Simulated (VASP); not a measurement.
# CoO (P6_3mc) in VASP: notebook, part 2 of 2

VASP 6.6.1. Earlier steps stand in the parts before.

### Step 4. Single point, PBEsol, collinear spin, ferromagnetic start

This run uses another cell than the first one, of 10.42 Å³/atom.

INCAR

```
PREC = Accurate ; ENCUT = 520
EDIFF = 1E-7 ; ISMEAR = -1
SIGMA = 0.05 ; LREAL = False
LASPH = True ; NELM = 150
ALGO = Normal ; ISIF = 2
LWAVE = False ; LCHARG = False
ISPIN = 2 ; MAGMOM = 2 2 0 0
LORBIT = 11 ; LMAXMIX = 4
GGA = PS ; NBANDS = 27
```

KPOINTS

```
Automatic mesh
0
Gamma
  10 10 5
```

POSCAR

```
CoO
1.0
    3.0243977770      0.0000000000      0.0000000000
   -1.5121988885      2.6192053060      0.0000000000
    0.0000000000      0.0000000000      5.2601582134
Co O
2 2
Direct
    0.3333333333      0.6666666667      0.5105827768
    0.0000000000      0.0000000000      0.0105865110
    0.3333333333      0.6666666667      0.8644156765
    0.0000000000      0.0000000000      0.3644160357
```

Potentials or basis: VASP PAW PBE potentials, release 64 (Co, O).

Launch:

```console
> cat potpaw_PBE.64/Co/POTCAR potpaw_PBE.64/O/POTCAR > POTCAR
> mpirun -np 1 vasp_std > vasp.out
```

OUTCAR:

```text
PREC = Accurate
   ENCUT = 520
   EDIFF = 1E-7
   ISMEAR = -1
   LREAL = False
   LASPH = True
   NELM = 150
   ISIF = 2
   ISPIN = 2
   LORBIT = 11
   GGA = PS

 ion  position               nearest neighbor table
   1  0.333  0.667  0.511-   3 1.86   4 1.91   4 1.91   4 1.91
   2  0.000  0.000  0.011-   4 1.86   3 1.91   3 1.91   3 1.91
   3  0.333  0.667  0.864-   1 1.86   2 1.91   2 1.91   2 1.91
   4  0.000  0.000  0.364-   2 1.86   1 1.91   1 1.91   1 1.91

  LATTYP: Found a hexagonal cell.
 ALAT       =     3.0243977770
 C/A-ratio  =     1.7392415288

  Lattice vectors:

 A1 = (   3.0243977770,   0.0000000000,   0.0000000000)
 A2 = (  -1.5121988885,   2.6192053060,   0.0000000000)
 A3 = (   0.0000000000,   0.0000000000,   5.2601582134)

Analysis of symmetry for initial positions (statically):
=====================================================================
 Subroutine PRICEL returns:
 Original cell was already a primitive cell.

 Routine SETGRP: Setting up the symmetry group for a
 hexagonal supercell.

 Subroutine GETGRP returns: Found 12 space group operations
 (whereof  6 operations were pure point group operations)
 out of a pool of 24 trial point group operations.

The static configuration has the point symmetry C_3v.
 The point group associated with its full space group is C_6v.

Analysis of symmetry for dynamics (positions and initial velocities):
=====================================================================
 Subroutine PRICEL returns:
 Original cell was already a primitive cell.

 Routine SETGRP: Setting up the symmetry group for a
 hexagonal supercell.

 Subroutine GETGRP returns: Found 12 space group operations
 (whereof  6 operations were pure point group operations)
 out of a pool of 24 trial point group operations.

The dynamic configuration has the point symmetry C_3v.
 The point group associated with its full space group is C_6v.

Analysis of structural, dynamic, and magnetic symmetry:
=====================================================================
 Subroutine PRICEL returns:
 Original cell was already a primitive cell.

 Routine SETGRP: Setting up the symmetry group for a
 hexagonal supercell.

 Subroutine GETGRP returns: Found 12 space group operations
 (whereof  6 operations were pure point group operations)
 out of a pool of 24 trial point group operations.

The overall configuration has the point symmetry C_3v.
 The point group associated with its full space group is C_6v.

 Subroutine INISYM returns: Found 12 space group operations
 (whereof  6 operations are pure point group operations),
 and found     1 'primitive' translations

----------------------------------------------------------------------------------------

                                     Primitive cell

  volume of cell :      41.6684

  direct lattice vectors                    reciprocal lattice vectors
     3.024397777  0.000000000  0.000000000     0.330644338  0.190897597  0.000000000
    -1.512198888  2.619205306  0.000000000     0.000000000  0.381795195  0.000000000
     0.000000000  0.000000000  5.260158213     0.000000000  0.000000000  0.190108350

  length of vectors
[... 84 lines left out ...]
   ENCUT  =  520.0 eV  38.22 Ry    6.18 a.u.   5.62  5.62  9.78*2*pi/ulx,y,z
   NELM   =    150;   NELMIN=  2; NELMDL= -5     # of ELM steps
   EDIFF  = 0.1E-06   stopping-criterion for ELM
   LREAL  =      F    real-space projection
   EDIFFG = 0.1E-05   stopping-criterion for IOM
   NSW    =      0    number of steps for IOM
   IBRION =     -1    ionic relax: 0-MD 1-quasi-New 2-CG
   NFREE  =      0    steps in history (QN), initial steepest desc. (CG)
   ISIF   =      2    stress and relaxation
   ISYM   =      2    0-nonsym 1-usesym 2-fastsym
   POTIM  = 0.5000    time-step for ionic-motion
   TEBEG  =    0.0;   TEEND  =   0.0 temperature during run
   PSTRESS=    0.0 pullay stress
   NELECT =      30.0000    total number of electrons
   NUPDOWN=      -1.0000    fix difference up-down
   EMIN   =  10.00;   EMAX   =-10.00  energy-range for DOS
   EFERMI =   0.00;   METHOD = LEGACY
   ISMEAR =    -1;   SIGMA  =   0.05  broadening in eV -4-tet -1-fermi 0-gaus
   EFERMI_NEDOS =   21; number of points for ismear=-14 and -15
   IALGO  =     38    algorithm
   IMIX   =      4    mixing-type and parameters
     AMIX     =   0.40;   BMIX     =  1.00
     AMIX_MAG =   1.60;   BMIX_MAG =  1.00
  volume/ion in A,a.u.               =      10.42        70.30
  Fermi-wavevector in a.u.,A,eV,Ry     =   1.467279  2.772756 29.292104  2.152909
  Thomas-Fermi vector in A             =   2.582916
   LORBIT       =     11    0 simple, 1 ext, 2 COOP (PROOUT), +10 PAW based schemes
   GGA     = PS    functional components
   LHFCALC =     F    Hartree Fock is set to
   AEXX    =    0.0000 exact exchange contribution
   IVDW    =     0    specifies the selected vdW correction
   LEPSILON=     F    determine dielectric tensor
   LRPA    =     F    only Hartree local field effects (RPA)
 spin polarized calculation
  energy-cutoff  :      520.00
  volume of cell :       41.67
 maximum number of plane-waves:      1141
 NGX is ok and might be reduce to    24
   NGX = 11   NGY = 11   NGZ = 19

 number of electron      30.0000013 magnetization       3.7809106

 Free energy of the ion-electron system (eV)
  ---------------------------------------------------
  ext. energy  EPLUGINS =         0.00000000
  ---------------------------------------------------
  free energy    TOTEN  =       -28.39527949 eV

  energy without entropy =      -28.36418819  energy(sigma->0) =      -28.37973384

 E-fermi :   6.9358     XC(G=0): -12.0290

 val. band max:        6.9144251383   @ k =   0.3000   0.1000   0.0000
 cond. band min:       6.9416047626   @ k =   0.2000  -0.0000   0.2000
 fundamental gap:      0.0271796243
 Fermi energy:         6.9357760339

 spin component 1

 k-point     1 :       0.0000    0.0000    0.0000
  band No.  band energies     occupation
      1     -13.7900      1.00000
      2     -13.0789      1.00000
      3      -0.9715      1.00000
      4      -0.0208      1.00000
      5       0.6098      1.00000
      6       0.6098      1.00000
[... 709 lines left out ...]
     26      22.3450      0.00000
     27      23.9588      0.00000

 [... further k-points ...]

 spin component 2

 k-point     1 :       0.0000    0.0000    0.0000
  band No.  band energies     occupation
      1     -13.4755      1.00000
      2     -12.7431      1.00000
      3      -0.6446      1.00000
      4       0.7913      1.00000
      5       1.3586      1.00000
      6       1.3586      1.00000
[... 709 lines left out ...]
     26      22.7342      0.00000
     27      24.4621      0.00000

 [... further k-points ...]

------------------------ aborting loop because EDIFF is reached ----------------------------------------

  FORCE on cell =-STRESS in cart. coord.  units (eV):
  Direction    XX          YY          ZZ          XY          YZ          ZX
  --------------------------------------------------------------------------------------
  -------------------------------------------------------------------------------------
  Total       -1.1969803     -1.1969803      0.6128662      0.0000000      0.0000000      0.0000000
  in kB      -46.0246325    -46.0246325     23.5650858      0.0000000      0.0000000      0.0000000
  external PRESSURE =     -22.8280597 kB  Pullay stress =       0.0000000 kB

 VOLUME and BASIS-vectors are now :
 -----------------------------------------------------------------------------
  energy-cutoff  :      520.00
  volume of cell :       41.67
      direct lattice vectors                 reciprocal lattice vectors
     3.024397777  0.000000000  0.000000000     0.330644338  0.190897597  0.000000000
    -1.512198888  2.619205306  0.000000000     0.000000000  0.381795195  0.000000000
     0.000000000  0.000000000  5.260158213     0.000000000  0.000000000  0.190108350

 POSITION                                       TOTAL-FORCE (eV/Angst)
 -----------------------------------------------------------------------------------
     -0.00000      1.74614      2.68575         0.000000      0.000000     -0.280351
      0.00000      0.00000      0.05569         0.000000      0.000000     -0.280351
     -0.00000      1.74614      4.54696        -0.000000     -0.000000      0.280351
      0.00000      0.00000      1.91689         0.000000      0.000000      0.280351
 -----------------------------------------------------------------------------------
    total drift:                                0.000000      0.000000      0.000436

  FREE ENERGIE OF THE ION-ELECTRON SYSTEM (eV)
  ---------------------------------------------------
  free  energy   TOTEN  =       -28.3952794866 eV

  energy  without entropy=      -28.3641881948  energy(sigma->0) =      -28.37973384

 total charge

# of ion       s       p       d       tot
------------------------------------------
    1        0.377   0.522   7.313   8.212
    2        0.377   0.522   7.313   8.212
    3        1.552   3.428   0.000   4.980
    4        1.552   3.428   0.000   4.980
--------------------------------------------------
tot          3.858   7.902  14.626  26.386

 magnetization (x)

# of ion       s       p       d       tot
------------------------------------------
    1        0.010   0.040   1.625   1.675
    2        0.010   0.040   1.625   1.675
    3        0.017   0.152   0.000   0.169
    4        0.017   0.152   0.000   0.169
--------------------------------------------------
tot          0.053   0.385   3.251   3.689
```

stdout:

```text
POSCAR found type information on POSCAR CoO
 POSCAR found :  2 types and       4 ions
 scaLAPACK will be used
 -----------------------------------------------------------------------------
|                                                                             |
|                                                                             |
|     You enforced a specific xc type in the INCAR file but a different       |
|     I HOPE YOU KNOW WHAT YOU ARE DOING!                                     |
|                                                                             |
 -----------------------------------------------------------------------------

 LDA part: xc-table for (Slater+PW92), standard interpolation
 POSCAR, INCAR and KPOINTS ok, starting setup
 FFT: planning ... GRIDC
 FFT: planning ... GRID_SOFT
 FFT: planning ... GRID
 WAVECAR not read
 entering main loop
```

It took 74 s on 1 thread of AMD EPYC 7R13 (Zen 3), shared host; peak memory 0.19 GiB.

Results:

| Item | Value |
| --- | --- |
| Free energy | -28.3953 eV |
| Pressure | -2.3 GPa |
| Largest force | 0.280 eV/Å |
| Net moment | 3.78 μB per cell |
| Site moments | Co +1.68; O +0.17 μB |
| Valence electrons inside the program's atomic spheres | Co 8.21; O 4.98 |

Forces on the atoms (eV/Å):
```
Co   0.000  0.000 -0.280
Co   0.000  0.000 -0.280
O    0.000  0.000  0.280
O    0.000  0.000  0.280
```

Stress tensor (GPa, compression positive):
```
-4.60  0.00  0.00
 0.00 -4.60  0.00
 0.00  0.00  2.36
```

Levels at points of the mesh, in eV from the Fermi level:
Spin up:
| k point | band 14 | band 15 | band 16 | band 17 | band 18 | band 19 | band 20 | band 21 |
| --- | --- | --- | --- | --- | --- | --- | --- | --- |
| (0.00, 0.00, 0.00) | -0.28 | -0.28 | 0.12 | 0.82 | 0.82 | 0.98 | 6.19 | 7.06 |
| (0.50, 0.00, 0.00) | -1.56 | -1.35 | -1.23 | -0.30 | 0.20 | 6.24 | 6.56 | 7.42 |
Spin down:
| k point | band 9 | band 10 | band 11 | band 12 | band 13 | band 14 | band 15 | band 16 | band 17 | band 18 |
| --- | --- | --- | --- | --- | --- | --- | --- | --- | --- | --- |
| (0.00, 0.00, 0.00) | -1.00 | -1.00 | -0.46 | -0.46 | -0.45 | 0.56 | 1.19 | 1.19 | 2.38 | 2.38 |
| (0.50, 0.00, 0.00) | -1.40 | -0.92 | -0.28 | -0.27 | -0.19 | -0.13 | 0.45 | 0.45 | 1.25 | 1.71 |

Caveat: the PAW data sets were made with another functional, which shifts forces and pressure a little; semilocal functionals often make such compounds metallic where correlation or magnetic order opens a gap, which also shifts bond lengths.

### Step 5. The runs side by side

| cell | gap on the mesh (eV) | pressure (GPa) | moment (μB) | largest force (eV/Å) |
| --- | --- | --- | --- | --- |
| a = 2.661, b = 2.661, c = 5.968 Å, angles 90.0, 90.0, 120.0°, 4 atoms, atomic positions A | none | -2.4 | 2.43 | 0.73 |
| a = 2.629, b = 2.629, c = 5.957 Å, angles 90.0, 90.0, 120.0°, 4 atoms, atomic positions A | none | 1.7 | 2.07 | 0.64 |
| a = 3.024, b = 3.024, c = 5.260 Å, angles 90.0, 90.0, 120.0°, 4 atoms, atomic positions B | none | -2.3 | 3.78 | 0.28 |

Alike in all rows: task single point; level PBEsol; potentials or basis VASP PAW PBE potentials, release 64 (Co, O); spin collinear, ferromagnetic start; k mesh 10 × 10 × 5; cutoff (eV) 520; smearing fermi-dirac 0.05 eV.

Caveats: the PAW data sets were made with another functional, which shifts forces and pressure a little; semilocal functionals often make such compounds metallic where correlation or magnetic order opens a gap, which also shifts bond lengths.

Total energies depend on the potentials used, so only differences within one code and one set of settings carry meaning.
